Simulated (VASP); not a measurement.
# Pd (P6_3/mmc) in VASP: notebook, part 4 of 4

VASP 6.6.1.

## Step 5: Relaxation of cell and atoms, BLYP

This run uses another cell than the first one, of 14.71 Å³/atom, 0.899 times its volume.

INCAR reads:

```
SYSTEM = Pd
PREC = Accurate
ENCUT = 600
EDIFF = 1E-7
ISMEAR = -1
SIGMA = 0.1
LREAL = .False.
LASPH = .True.
NELM = 80
ALGO = Normal
ISIF = 3
LWAVE = .False.
LCHARG = .False.
GGA = B5
ALDAX = 1.0
AGGAX = 1.0
AGGAC = 1.0
ALDAC = 0.0
IBRION = 2
NSW = 80
EDIFFG = -0.01
```

KPOINTS reads:

```
Automatic mesh
0
Gamma
  13 13 4
  0 0 0
```

POSCAR reads:

```
Pd
1.0
    2.7505001182      0.0000000000      0.0000000000
   -1.3752500591      2.3820029755      0.0000000000
    0.0000000000      0.0000000000      8.9831333861
Pd
4
Direct
    0.0000000000      0.0000000000      0.0000000000
    0.0000000000      0.0000000000      0.5000000000
    0.3333333333      0.6666666667      0.2500000000
    0.6666666667      0.3333333333      0.7500000000
```

Potentials or basis: VASP PAW PBE potentials, release 64 (Pd).

Command:

```sh
$ cat potpaw_PBE.64/Pd/POTCAR > POTCAR
$ mpirun -np 1 vasp_std > vasp.out
```

OUTCAR:

```text
SYSTEM = Pd
   PREC = Accurate
   ENCUT = 600
   EDIFF = 1E-7
   ISMEAR = -1
   LREAL = .False.
   LASPH = .True.
   NELM = 80
   ISIF = 3
   GGA = B5
   IBRION = 2
   NSW = 80
   EDIFFG = -0.01

 ion  position               nearest neighbor table
   1  0.000  0.000  0.000-   3 2.75   4 2.75   4 2.75   3 2.75   4 2.75   3 2.75
   2  0.000  0.000  0.500-   3 2.75   4 2.75   4 2.75   3 2.75   4 2.75   3 2.75
   3  0.333  0.667  0.250-   1 2.75   2 2.75   1 2.75   2 2.75   1 2.75   2 2.75
   4  0.667  0.333  0.750-   1 2.75   2 2.75   1 2.75   2 2.75   1 2.75   2 2.75

  LATTYP: Found a hexagonal cell.
 ALAT       =     2.7505001182
 C/A-ratio  =     3.2660000000

  Lattice vectors:

 A1 = (   2.7505001182,   0.0000000000,   0.0000000000)
 A2 = (  -1.3752500591,   2.3820029755,   0.0000000000)
 A3 = (   0.0000000000,   0.0000000000,   8.9831333861)

Analysis of symmetry for initial positions (statically):
=====================================================================
 Subroutine PRICEL returns:
 Original cell was already a primitive cell.
[... 185 lines left out ...]

 k-point     1 :       0.0000    0.0000    0.0000
  band No.  band energies     occupation
      1       3.3463      2.00000
      2       4.9931      2.00000
      3       5.0009      2.00000
      4       5.0762      2.00000
      5       7.4464      2.00000
      6       7.4464      2.00000
[... 942 lines left out ...]
--------------------------------------- Ionic step        9  -------------------------------------------

 number of electron      39.9999995 magnetization

 Free energy of the ion-electron system (eV)
  ---------------------------------------------------
  ext. energy  EPLUGINS =         0.00000000
  ---------------------------------------------------
  free energy    TOTEN  =       -17.62446604 eV

  energy without entropy =      -17.35159545  energy(sigma->0) =      -17.48803075

 E-fermi :   8.6050     XC(G=0): -11.8999

 val. band max:        8.6029830472   @ k =   0.3077   0.2308   0.0000
 cond. band min:       8.6053993221   @ k =   0.4615   0.0769   0.5000
 fundamental gap:      0.0024162749
 Fermi energy:         8.6050458922

 k-point     1 :       0.0000    0.0000    0.0000
  band No.  band energies     occupation
      1       2.3668      2.00000
      2       3.8872      2.00000
      3       3.8923      2.00000
      4       4.0845      2.00000
      5       6.1193      2.00000
      6       6.1486      2.00000
[... 670 lines left out ...]
  FREE ENERGIE OF THE ION-ELECTRON SYSTEM (eV)
  ---------------------------------------------------
  free  energy   TOTEN  =       -17.6244660383 eV

  energy  without entropy=      -17.3515954531  energy(sigma->0) =      -17.48803075

 reached required accuracy - stopping structural energy minimisation
```

OSZICAR:

```text
N       E                     dE             d eps       ncg     rms          rms(c)
DAV:   1     0.291406231292E+03    0.29141E+03   -0.22593E+04  3024   0.184E+03
DAV:   2    -0.113422007264E+02   -0.30275E+03   -0.29386E+03  3560   0.382E+02
DAV:   3    -0.181098084262E+02   -0.67676E+01   -0.66264E+01  3232   0.618E+01
[... 91 lines left out ...]
DAV:   2    -0.176244482194E+02    0.16297E-02   -0.66864E-03  3024   0.666E-01    0.620E-02
DAV:   3    -0.176244554865E+02   -0.72672E-05   -0.41755E-05  3072   0.453E-02    0.371E-02
DAV:   4    -0.176244660081E+02   -0.10522E-04   -0.16192E-05  3040   0.274E-02    0.471E-03
DAV:   5    -0.176244660883E+02   -0.80208E-07   -0.40241E-06  3176   0.180E-02    0.481E-03
DAV:   6    -0.176244660088E+02    0.79543E-07   -0.12649E-06  2784   0.100E-02    0.949E-04
DAV:   7    -0.176244660383E+02   -0.29531E-07   -0.52357E-08  1536   0.183E-03
   9 F= -.17624466E+02 E0= -.17488031E+02  d E =-.671515E-04
```

Wall time 5.8 min (1 thread of Intel Xeon Platinum 8559C (Emerald Rapids), shared host); peak memory 0.25 GiB.

What came out:

* Free energy: -17.6245 eV
* Relaxed volume: 16.44 Å³/atom
* Relaxed cell: a = 2.844 Å, b = 2.844 Å, c = 9.388 Å, α = 90.00°, β = 90.00°, γ = 120.00°
* Space group after relaxing (to 0.05 Å): P6_3/mmc (No. 194)
* Energy gained by relaxing: 95.7 meV/atom
* Ionic steps: 9
* Pressure after relaxing: 0.0 GPa

The path:
| step | energy change (eV) | largest force (eV/Å) | pressure (GPa) | volume (Å³) |
| --- | --- | --- | --- | --- |
| 1 | 0.0000 | 0.0000 | 19.97 | 58.85 |
| 2 | 0.0842 | 0.0000 | -12.52 | 75.90 |
| 3 | -0.3815 | 0.0000 | -0.46 | 65.99 |
| 4 | -0.3818 | 0.0000 | -0.11 | 65.81 |
| 5 | -0.3817 | 0.0000 | 0.18 | 65.66 |
| 6 | -0.3823 | 0.0000 | 0.19 | 65.66 |
| 7 | -0.3826 | 0.0000 | 0.20 | 65.65 |
| 8 | -0.3826 | 0.0000 | -0.23 | 65.87 |
| 9 | -0.3827 | 0.0000 | -0.01 | 65.76 |

Final structure:
```
Pd
1.0
     2.84386    0.00000    0.00000
    -1.42193    2.46286    0.00000
     0.00000    0.00000    9.38839
Pd
4
Direct
  0.00000 0.00000 0.00000
  0.00000 0.00000 0.50000
  0.33333 0.66667 0.25000
  0.66667 0.33333 0.75000
```

Levels at points of the mesh, in eV from the Fermi level:
| k point | band 16 | band 17 | band 18 | band 19 | band 20 | band 21 | band 22 | band 23 | band 24 |
| --- | --- | --- | --- | --- | --- | --- | --- | --- | --- |
| (0.00, 0.00, 0.00) | -1.33 | -1.33 | -0.93 | -0.93 | -0.64 | -0.64 | -0.15 | -0.15 | 1.36 |
| (0.00, 0.00, 0.50) | -1.14 | -1.14 | -1.14 | -0.52 | -0.52 | -0.36 | -0.36 | -0.36 | -0.36 |

Caveat: the bands computed are all filled at some k points, so no gap is given; the PAW data sets were made with another functional, which shifts forces and pressure a little.

## Step 6: Single point, BLYP, collinear spin, ferromagnetic start (volume scaled by 1.12)

INCAR reads:

```
  AGGAC = 1.0
  AGGAX = 1.0
  ALDAC = 0.0
  ALDAX = 1.0
  ALGO = Normal
  EDIFF = 1E-6
  ENCUT = 520
  GGA = B5
  ISIF = 2
  ISMEAR = -1
  ISPIN = 2
  LASPH = T
  LCHARG = F
  LMAXMIX = 4
  LORBIT = 11
  LREAL = F
  LWAVE = F
  MAGMOM = 0.368 0.368 0.373 0.373
  NBANDS = 32
  NELM = 150
  PREC = Accurate
  SIGMA = 0.05
```

KPOINTS reads:

```
k-points
0
Gamma
  14 14 4
```

POSCAR reads:

```
Pd
1.0
    2.9437852505      0.0000000000      0.0000000000
   -1.4718926252      2.5493928102      0.0000000000
    0.0000000000      0.0000000000      9.7734134650
Pd
4
Direct
    0.0000000000      0.0000000000      1.0000000000
    0.0000000000      0.0000000000      0.5000000000
    0.3333333333      0.6666666667      0.2500000000
    0.6666666667      0.3333333333      0.7500000000
```

Potentials or basis: VASP PAW PBE potentials, release 64 (Pd).

Command:

```sh
$ cat potpaw_PBE.64/Pd/POTCAR > POTCAR
$ mpirun -np 1 vasp_std > vasp.out
```

Wall time 8.4 min (1 thread of AMD EPYC 7R13, shared host); peak memory 0.36 GiB.

The run converged. Its results:

- Free energy: -17.2294 eV
- Pressure: -10.6 GPa
- Net moment: 1.58 μB per cell
- Site moments: Pd +0.40, +0.41 μB
- Valence electrons inside the program's atomic spheres: Pd 9.13

Stress tensor (GPa, compression positive):
```
-10.47   0.00   0.00
  0.00 -10.47   0.00
  0.00   0.00 -10.84
```

Levels at points of the mesh, in eV from the Fermi level:
Spin up:
```
           k point  band 17  band 18  band 19  band 20  band 21  band 22  band 23  band 24
(0.00, 0.00, 0.00)    -1.23    -0.91    -0.91    -0.69    -0.69    -0.30    -0.30     1.54
(0.50, 0.00, 0.00)    -0.16    -0.11    -0.09    -0.09     1.92     2.73     3.25     3.67
(0.00, 0.00, 0.50)    -1.09    -1.09    -0.46    -0.46    -0.46    -0.46    -0.34    -0.34
(0.50, 0.00, 0.50)    -0.20    -0.20    -0.10    -0.10     2.43     2.43     3.52     3.52
```
Spin down:
```csv
k point,band 16,band 17,band 18,band 19,band 20,band 21,band 22,band 23,band 24,band 25
"(0.00, 0.00, 0.00)",-1.00,-1.00,-0.66,-0.66,-0.43,-0.43,-0.02,-0.02,1.54,5.62
"(0.50, 0.00, 0.00)",0.11,0.17,0.23,0.24,0.26,1.96,2.75,3.39,3.80,6.49
"(0.00, 0.00, 0.50)",-0.84,-0.84,-0.84,-0.26,-0.26,-0.19,-0.19,-0.19,-0.19,8.23
"(0.50, 0.00, 0.50)",-0.29,0.12,0.12,0.23,0.23,2.53,2.53,3.62,3.62,6.80
```

Caveat: the cell differs from its parent crystal (volume scaled by 1.12); the PAW data sets were made with another functional, which shifts forces and pressure a little.

## Step 7: Summary

```csv
task,spin,cell,k mesh,cutoff (eV),smearing,gap on the mesh (eV),pressure (GPa),moment (μB)
single point,"collinear, antiferromagnetic start","a = 2.835, b = 2.835, c = 9.411 Å, angles 90.0, 90.0, 120.0°, 4 atoms",13 × 13 × 4,520,fermi-dirac 0.05 eV,none,0.3,0.02
single point,"collinear, ferromagnetic start","a = 2.872, b = 2.872, c = 9.535 Å, angles 90.0, 90.0, 120.0°, 4 atoms",14 × 14 × 4,520,fermi-dirac 0.05 eV,none,-4.2,1.53
single point,off,"a = 2.841, b = 2.841, c = 9.387 Å, angles 90.0, 90.0, 120.0°, 4 atoms",17 × 17 × 5,520,fermi-dirac 0.1 eV,none,0.3,-
relaxation of cell and atoms,off,"relaxed from a = 2.751, b = 2.751, c = 8.983 Å, angles 90.0, 90.0, 120.0°, 4 atoms",13 × 13 × 4,600,fermi-dirac 0.1 eV,-,0.0,-
single point,"collinear, ferromagnetic start","a = 2.944, b = 2.944, c = 9.773 Å, angles 90.0, 90.0, 120.0°, 4 atoms",14 × 14 × 4,520,fermi-dirac 0.05 eV,none,-10.6,1.58
```

Alike in all rows: level BLYP; potentials or basis VASP PAW PBE potentials, release 64 (Pd).

Caveats: the PAW data sets were made with another functional, which shifts forces and pressure a little; the bands computed are all filled at some k points, so no gap is given (some runs).

Total energies depend on the potentials used, so only differences within one code and one set of settings carry meaning.
